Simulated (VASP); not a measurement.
# Al31N33 (a cell with a defect) in VASP: single point with PBEsol

Aim: the single point of Al31N33 (a cell with a defect) with PBEsol.

Everything below comes from runs of VASP 6.6.1. Logs are shortened: lines on timing, memory, paths and dates and some standing lists are left out, and cuts for length are marked.

## (1) The cell of the first run

The cell holds a defect, 64 atoms: a = 8.755 Å, b = 8.755 Å, c = 8.755 Å, α = 90.00°, β = 90.00°, γ = 90.00°.

## (2) Single point, PBEsol

The input, INCAR:

```
SYSTEM = Al31N33
PREC = Accurate
ENCUT = 520
EDIFF = 1E-7
ISMEAR = -1
SIGMA = 0.05
LREAL = Auto
LASPH = .True.
NELM = 100
ALGO = Normal
ISIF = 2
LWAVE = .False.
LCHARG = .True.
GGA = PS
LELF = .True.
LVHAR = .True.
NELECT = 260.0
ISYM = 0
NBANDS = 167
```

The input, KPOINTS:

```
Automatic mesh
0
Gamma
  1 1 1
  0.25 0.25 0.25
```

The input, POSCAR:

```
Al31N33
1.0
    8.7554440000      0.0000000000      0.0000000000
    0.0000000000      8.7554440000      0.0000000000
    0.0000000000      0.0000000000      8.7554440000
Al N
31 33
Direct
    0.9996550000      0.9998850000      0.0004560000
    0.9971840000      0.9997440000      0.5004810000
    0.9989120000      0.4999780000      0.0004250000
    0.0019570000      0.4995940000      0.5004890000
    0.4996330000      0.9995490000      0.0020630000
    0.4995200000      0.9991350000      0.5005420000
    0.4996810000      0.4996420000      0.9986140000
    0.2494780000      0.2494790000      0.9997590000
    0.2507540000      0.2517540000      0.5047500000
    0.2506810000      0.7499000000      0.0013860000
    0.2498600000      0.7479610000      0.4996000000
    0.7495410000      0.2508210000      0.0020930000
    0.7493070000      0.2489620000      0.5041460000
    0.7497850000      0.7503100000      0.9973680000
    0.7459640000      0.7427170000      0.4976520000
    0.2505330000      0.9986470000      0.2507920000
    0.2495660000      0.0003840000      0.7506270000
    0.2470540000      0.5004740000      0.2500850000
    0.2517610000      0.4963430000      0.7482600000
    0.7484490000      0.9992400000      0.2514410000
    0.7491700000      0.9981550000      0.7497400000
    0.7499970000      0.5091880000      0.2513170000
    0.7500920000      0.4989380000      0.7524600000
    0.9978070000      0.2508950000      0.2506430000
    0.0009520000      0.2490280000      0.7513220000
    0.0030120000      0.7509300000      0.2497680000
    0.9982960000      0.7497660000      0.7494430000
    0.4971630000      0.2501150000      0.2527780000
    0.4954960000      0.2515560000      0.7493430000
    0.5008860000      0.7426800000      0.2546120000
    0.4997900000      0.7461590000      0.7482620000
    0.5670740000      0.5149440000      0.4337280000
    0.1239990000      0.1249680000      0.1263270000
    0.1211680000      0.1216790000      0.6256340000
    0.1222340000      0.6250040000      0.1217640000
    0.1241290000      0.6252530000      0.6271420000
    0.6246380000      0.1266330000      0.1281330000
    0.6244480000      0.1244760000      0.6266750000
    0.6257840000      0.6260090000      0.1196480000
    0.6415050000      0.6353940000      0.6415490000
    0.3750110000      0.3746550000      0.1261110000
    0.3609860000      0.3606440000      0.6395910000
    0.3764160000      0.8759840000      0.1252190000
    0.3742530000      0.8749960000      0.6259350000
    0.8744200000      0.3768500000      0.1256770000
    0.8755660000      0.3740730000      0.6261010000
    0.8743240000      0.8755310000      0.1254430000
    0.8741470000      0.8751640000      0.6238740000
    0.3741140000      0.1248900000      0.3762920000
    0.3748290000      0.1218850000      0.8792030000
    0.3540400000      0.6398320000      0.3572880000
    0.3735420000      0.6248680000      0.8761920000
    0.8721050000      0.1261430000      0.3754600000
    0.8739190000      0.1245220000      0.8764380000
    0.8820600000      0.6263500000      0.3745360000
    0.8770630000      0.6247190000      0.8770190000
    0.1236280000      0.3727550000      0.3751210000
    0.1219490000      0.3745270000      0.8787620000
    0.1225120000      0.8787880000      0.3758610000
    0.1242110000      0.8750630000      0.8758720000
    0.6343270000      0.3762530000      0.3712120000
    0.6251890000      0.3726650000      0.8768160000
    0.6247890000      0.8753910000      0.3752580000
    0.6239880000      0.8767650000      0.8763160000
```

Potentials or basis: VASP PAW PBE potentials, release 64 (Al, N).

Launch:

```
cat potpaw_PBE.64/Al/POTCAR potpaw_PBE.64/N/POTCAR > POTCAR
mpirun -np 1 vasp_std > vasp.out
```

OUTCAR:

```text
SYSTEM = Al31N33
   PREC = Accurate
   ENCUT = 520
   EDIFF = 1E-7
   ISMEAR = -1
   LREAL = Auto
   LASPH = .True.
   NELM = 100
   ISIF = 2
   GGA = PS
   NELECT = 260.0
   ISYM = 0

 ion  position               nearest neighbor table
   1  1.000  1.000  0.000-  60 1.89  54 1.89  47 1.89  33 1.90  25 3.08  26 3.08   8 3.09  14 3.09
                            17 3.09  10 3.10  12 3.10  27 3.10  24 3.10  21 3.10  16 3.10  20 3.11
   2  0.997  1.000  0.500-  59 1.88  48 1.88  34 1.88  53 1.90  13 3.08  21 3.08  20 3.08  27 3.09
                            26 3.09  25 3.10  24 3.10  17 3.11  16 3.11  11 3.12   9 3.13  15 3.15
   3  0.999  0.500  0.000-  35 1.87  56 1.87  58 1.87  45 1.88  23 3.08  18 3.08  12 3.09  24 3.09
                            14 3.09  22 3.10  25 3.10  26 3.10  27 3.10   8 3.10  10 3.11  19 3.13
   4  0.002  0.500  0.500-  55 1.88  57 1.89  36 1.89  46 1.91  18 3.07  11 3.07   9 3.07  19 3.08
                            24 3.09  27 3.09  15 3.09  22 3.10  25 3.10  26 3.11  13 3.12  23 3.12
   5  0.500  1.000  0.002-  43 1.87  50 1.87  64 1.89  37 1.91  16 3.08  20 3.08  10 3.09  14 3.09
                             8 3.10  12 3.10  28 3.10  17 3.10  21 3.11  29 3.12  31 3.14  30 3.15
   6  0.500  0.999  0.501-  63 1.89  44 1.89  49 1.90  38 1.90  20 3.08  16 3.09  28 3.09  21 3.09
                            13 3.09  17 3.10  31 3.10  11 3.10  29 3.10   9 3.10  30 3.11  15 3.11
   7  0.500  0.500  0.999-  39 1.89  52 1.89  62 1.89  41 1.91  23 3.07  31 3.08  29 3.08  19 3.09
                            12 3.09  30 3.09  10 3.09   8 3.10  14 3.10  22 3.12  28 3.12  18 3.12
   8  0.249  0.249  1.000-  50 1.89  58 1.89  33 1.90  41 1.91  29 3.07  25 3.08  17 3.08  19 3.09
                             1 3.09   5 3.10   7 3.10  28 3.10   3 3.10  18 3.10  16 3.11  24 3.11
   9  0.251  0.252  0.505-  42 1.80  57 1.91  49 1.91  34 1.92  19 3.02  29 3.03  25 3.07   4 3.07
[... 30 lines left out ...]
                             2 3.10  20 3.10   1 3.10  13 3.11   8 3.11  16 3.13  22 3.13   9 3.14
  25  0.001  0.249  0.751-  34 1.89  58 1.89  46 1.90  54 1.90   9 3.07   8 3.08  17 3.08  19 3.08
                             1 3.08  13 3.09   3 3.10   2 3.10  23 3.10   4 3.10  12 3.11  21 3.11
  26  0.003  0.751  0.250-  55 1.87  35 1.89  59 1.89  47 1.91  18 3.06  22 3.06  16 3.07  10 3.07
                            11 3.08   1 3.08   2 3.09   3 3.10   4 3.11  20 3.11  15 3.13  14 3.13
  27  0.998  0.750  0.749-  36 1.88  56 1.89  48 1.90  60 1.91  14 3.07  21 3.08   2 3.09  23 3.09
                             4 3.09   3 3.10   1 3.10  11 3.10  17 3.11  15 3.12  10 3.12  19 3.14
  28  0.497  0.250  0.253-  49 1.88  41 1.89  37 1.90  61 1.93  16 3.08   9 3.09   6 3.09  18 3.10
                             8 3.10   5 3.10  20 3.11  12 3.11  13 3.12   7 3.12  22 3.17
  29  0.495  0.252  0.749-  42 1.80  62 1.91  38 1.91  50 1.92  19 3.02   9 3.03   8 3.07  17 3.08
                             7 3.08  13 3.09   6 3.10  23 3.11   5 3.12  12 3.14  21 3.14
  30  0.501  0.743  0.255-  51 1.81  39 1.91  63 1.91  43 1.96  22 2.99  15 3.02  11 3.07  18 3.07
                             7 3.09   6 3.11  10 3.12  20 3.12  14 3.13  16 3.14   5 3.15
  31  0.500  0.746  0.748-  40 1.83  52 1.90  44 1.90  64 1.94  15 3.08   7 3.08  23 3.08  19 3.08
                            11 3.09  14 3.09   6 3.10  21 3.10  10 3.11  17 3.12   5 3.14
  32  0.567  0.515  0.434-  61 1.46  22 2.26
  33  0.124  0.125  0.126-   1 1.90  24 1.90   8 1.90  16 1.91
  34  0.121  0.122  0.626-   2 1.88  25 1.89  17 1.89   9 1.92
  35  0.122  0.625  0.122-   3 1.87  26 1.89  10 1.89  18 1.91
  36  0.124  0.625  0.627-  27 1.88   4 1.89  11 1.90  19 1.91
  37  0.625  0.127  0.128-  20 1.89  12 1.90  28 1.90   5 1.91
  38  0.624  0.124  0.627-  13 1.88  21 1.89   6 1.90  29 1.91
  39  0.626  0.626  0.120-  14 1.87  22 1.89   7 1.89  30 1.91
  40  0.642  0.635  0.642-  23 1.81  15 1.82  31 1.83
  41  0.375  0.375  0.126-  28 1.89   8 1.91   7 1.91  18 1.91
  42  0.361  0.361  0.640-  29 1.80  19 1.80   9 1.80
  43  0.376  0.876  0.125-   5 1.87  16 1.89  10 1.90  30 1.96
  44  0.374  0.875  0.626-  17 1.89   6 1.89  31 1.90  11 1.91
  45  0.874  0.377  0.126-   3 1.88  24 1.89  12 1.89  22 1.93
  46  0.876  0.374  0.626-  13 1.89  25 1.90  23 1.90   4 1.91
  47  0.874  0.876  0.125-   1 1.89  20 1.90  26 1.91  14 1.91
  48  0.874  0.875  0.624-   2 1.88  21 1.89  27 1.90  15 1.96
  49  0.374  0.125  0.376-  28 1.88  16 1.90   6 1.90   9 1.91
  50  0.375  0.122  0.879-   5 1.87   8 1.89  17 1.90  29 1.92
  51  0.354  0.640  0.357-  18 1.80  30 1.81  11 1.81
  52  0.374  0.625  0.876-  10 1.89   7 1.89  31 1.90  19 1.91
  53  0.872  0.126  0.375-  13 1.89  20 1.89  24 1.90   2 1.90
  54  0.874  0.125  0.876-   1 1.89  12 1.90  25 1.90  21 1.91
  55  0.882  0.626  0.375-  26 1.87   4 1.88  22 1.88  15 1.90
  56  0.877  0.625  0.877-   3 1.87  14 1.89  27 1.89  23 1.91
  57  0.124  0.373  0.375-  24 1.88   4 1.89  18 1.90   9 1.91
  58  0.122  0.375  0.879-   3 1.87   8 1.89  25 1.89  19 1.93
  59  0.123  0.879  0.376-   2 1.88  16 1.89  26 1.89  11 1.93
  60  0.124  0.875  0.876-   1 1.89  17 1.90  10 1.91  27 1.91
[... 187 lines left out ...]
   k-points           NKPTS =      4   k-points in BZ     NKDIM =      4   number of bands    NBANDS=    167
   number of dos      NEDOS =    301   number of ions     NIONS =     64
   total plane-waves  NPLWV = 343000
   dimension x,y,z NGX =    70 NGY =   70 NGZ =   70
   dimension x,y,z NGXF=   140 NGYF=  140 NGZF=  140
   ions per type =              31  33
   NGX,Y,Z   is equivalent  to a cutoff of  13.29, 13.29, 13.29 a.u.
   NGXF,Y,Z  is equivalent  to a cutoff of  26.58, 26.58, 26.58 a.u.
 SYSTEM =  Al31N33
   PREC   = accura    normal or accurate (medium, high low for compatibility)
   ISTART =      0    job   : 0-new  1-cont  2-samecut
   ICHARG =      2    charge: 1-file 2-atom 10-const
   ISPIN  =      1    spin polarized calculation?
   LNONCOLLINEAR =      F non collinear calculations
   LSORBIT =      F    spin-orbit coupling
   LASPH  =      T    aspherical Exc in radial PAW
   ENCUT  =  520.0 eV  38.22 Ry    6.18 a.u.  16.28 16.28 16.28*2*pi/ulx,y,z
   NELM   =    100;   NELMIN=  2; NELMDL= -5     # of ELM steps
   EDIFF  = 0.1E-06   stopping-criterion for ELM
   LREAL  =      T    real-space projection
   EDIFFG = 0.1E-05   stopping-criterion for IOM
   NSW    =      0    number of steps for IOM
   IBRION =     -1    ionic relax: 0-MD 1-quasi-New 2-CG
   NFREE  =      0    steps in history (QN), initial steepest desc. (CG)
   ISIF   =      2    stress and relaxation
   ISYM   =      0    0-nonsym 1-usesym 2-fastsym
   POTIM  = 0.5000    time-step for ionic-motion
   TEBEG  =    0.0;   TEEND  =   0.0 temperature during run
   PSTRESS=    0.0 pullay stress
   NELECT =     260.0000    total number of electrons
   NUPDOWN=      -1.0000    fix difference up-down
   EMIN   =  10.00;   EMAX   =-10.00  energy-range for DOS
   EFERMI =   0.00;   METHOD = LEGACY
   ISMEAR =    -1;   SIGMA  =   0.05  broadening in eV -4-tet -1-fermi 0-gaus
   EFERMI_NEDOS =   21; number of points for ismear=-14 and -15
   IALGO  =     38    algorithm
   IMIX   =      4    mixing-type and parameters
     AMIX     =   0.40;   BMIX     =  1.00
     AMIX_MAG =   1.60;   BMIX_MAG =  1.00
  volume/ion in A,a.u.               =      10.49        70.77
  Fermi-wavevector in a.u.,A,eV,Ry     =   1.193405  2.255208 19.377621  1.424215
  Thomas-Fermi vector in A             =   2.329420
   LORBIT       =      0    0 simple, 1 ext, 2 COOP (PROOUT), +10 PAW based schemes
   GGA     = PS    functional components
   LHFCALC =     F    Hartree Fock is set to
   AEXX    =    0.0000 exact exchange contribution
   IVDW    =     0    specifies the selected vdW correction
   LEPSILON=     F    determine dielectric tensor
   LRPA    =     F    only Hartree local field effects (RPA)
 non-spin polarized calculation
  energy-cutoff  :      520.00
  volume of cell :      671.17
 maximum number of plane-waves:     18052
 NGX is ok and might be reduce to    70
   NGX = 33   NGY = 33   NGZ = 33

 number of electron     259.9999973 magnetization

 Free energy of the ion-electron system (eV)
  ---------------------------------------------------
  ext. energy  EPLUGINS =         0.00000000
  ---------------------------------------------------
  free energy    TOTEN  =      -478.67237242 eV

  energy without entropy =     -478.67199483  energy(sigma->0) =     -478.67218363

 E-fermi :   8.4206     XC(G=0): -11.1126

 val. band max:        8.0346074359   @ k =  -0.2500  -0.2500   0.2500
 cond. band min:       8.8257505679   @ k =  -0.2500  -0.2500   0.2500
 fundamental gap:      0.7911431320
 Fermi energy:         8.4205596692

 k-point     1 :       0.2500    0.2500    0.2500
  band No.  band energies     occupation
      1     -10.9976      2.00000
      2      -9.0770      2.00000
      3      -8.5731      2.00000
      4      -8.5368      2.00000
      5      -8.4240      2.00000
      6      -8.0795      2.00000
[... 569 lines left out ...]
    141      11.3787      0.00000
    142      11.4288      0.00000
 [bands above 142 left out]

------------------------ aborting loop because EDIFF is reached ----------------------------------------

  FORCE on cell =-STRESS in cart. coord.  units (eV):
  Direction    XX          YY          ZZ          XY          YZ          ZX
  --------------------------------------------------------------------------------------
  -------------------------------------------------------------------------------------
  Total       26.5914136     22.3752247     26.0802569      2.1187742     -4.1564229     -1.1079781
  in kB       63.4771593     53.4125687     62.2569618      5.0577893     -9.9219215     -2.6448876
  external PRESSURE =      59.7155633 kB  Pullay stress =       0.0000000 kB

 VOLUME and BASIS-vectors are now :
 -----------------------------------------------------------------------------
  energy-cutoff  :      520.00
  volume of cell :      671.17
      direct lattice vectors                 reciprocal lattice vectors
     8.755444000  0.000000000  0.000000000     0.114214653  0.000000000  0.000000000
     0.000000000  8.755444000  0.000000000     0.000000000  0.114214653  0.000000000
     0.000000000  0.000000000  8.755444000     0.000000000  0.000000000  0.114214653

 POSITION                                       TOTAL-FORCE (eV/Angst)
 -----------------------------------------------------------------------------------
      8.75242      8.75444      0.00399         0.025892      0.025899      0.024562
      8.73079      8.75320      4.38193         0.022893      0.030605      0.027867
      8.74592      4.37753      0.00372         0.020711     -0.009806      0.020928
      0.01713      4.37417      4.38200         0.014860      0.028150      0.033004
      4.37451      8.75150      0.01806         0.044418      0.021549      0.023619
      4.37352      8.74787      4.38247         0.033154      0.030487      0.029493
[... 56 lines left out ...]
      5.47031      7.66444      3.28555        -0.012778     -0.030700     -0.009501
      5.46329      7.67647      7.67254        -0.012776      0.012520      0.008803
 -----------------------------------------------------------------------------------
    total drift:                               -0.003053     -0.006821      0.005396

  FREE ENERGIE OF THE ION-ELECTRON SYSTEM (eV)
  ---------------------------------------------------
  free  energy   TOTEN  =      -478.6723724216 eV

  energy  without entropy=     -478.6719948319  energy(sigma->0) =     -478.67218363
```

Wall time 36 min (1 thread of Intel Xeon 8259CL, shared host); peak memory 0.83 GiB.

What came out:

```
Free energy   : -478.6724 eV
Largest force : 0.278 eV/Å
```

Forces on the atoms (eV/Å):
```
Al   0.026  0.026  0.025
Al   0.023  0.031  0.028
Al   0.021 -0.010  0.021
Al   0.015  0.028  0.033
Al   0.044  0.022  0.024
Al   0.033  0.030  0.029
Al   0.036  0.025  0.033
Al   0.019  0.017  0.024
Al   0.023  0.019  0.002
Al   0.020  0.021  0.014
Al  -0.027  0.040  0.064
Al   0.005  0.008  0.031
Al   0.003 -0.003  0.042
Al  -0.002  0.017  0.009
Al   0.011 -0.009  0.019
Al   0.018  0.036  0.012
Al   0.020  0.030  0.014
Al   0.020 -0.027  0.020
Al   0.003  0.025  0.029
Al   0.001  0.027  0.004
Al   0.003  0.017  0.017
Al   0.001  0.015  0.007
Al  -0.005  0.020 -0.003
Al   0.026  0.015  0.015
Al   0.026  0.019  0.015
Al   0.019  0.017  0.015
Al   0.022  0.019  0.008
Al   0.056  0.039  0.044
Al   0.036  0.009  0.016
Al   0.064  0.034 -0.019
Al   0.046  0.023  0.034
N    0.027  0.191  0.098
N   -0.023 -0.026 -0.022
N   -0.027 -0.023 -0.021
N   -0.017  0.011 -0.003
N   -0.028 -0.019 -0.020
N   -0.006 -0.030 -0.006
N   -0.020 -0.030 -0.003
N   -0.035 -0.026 -0.039
N    0.020 -0.033  0.002
N   -0.026 -0.014 -0.017
N   -0.040 -0.043 -0.033
N   -0.022 -0.036  0.002
N   -0.021 -0.038 -0.020
N   -0.020 -0.005 -0.012
N   -0.007 -0.015 -0.010
N   -0.010 -0.025 -0.008
N    0.003  0.006 -0.017
N   -0.030 -0.027 -0.023
N   -0.023 -0.010 -0.032
N   -0.015 -0.096 -0.064
N   -0.022 -0.013 -0.029
N   -0.002 -0.017 -0.011
N   -0.018 -0.013 -0.021
N   -0.021  0.000 -0.005
N   -0.014  0.018  0.008
N   -0.017 -0.027 -0.034
N   -0.012 -0.015 -0.023
N    0.004 -0.033 -0.010
N   -0.015 -0.020 -0.018
N   -0.133 -0.137 -0.203
N   -0.011 -0.018 -0.030
N   -0.013 -0.031 -0.010
N   -0.013  0.013  0.009
```

Caveat: the k points lie up to 0.72 Å⁻¹ apart; the cell carries a net charge on a neutralising background, which shifts energy and pressure; the cell is charged against a uniform background, so pressure and absolute levels hang on convention; the PAW data sets were made with another functional, which shifts forces and pressure a little.
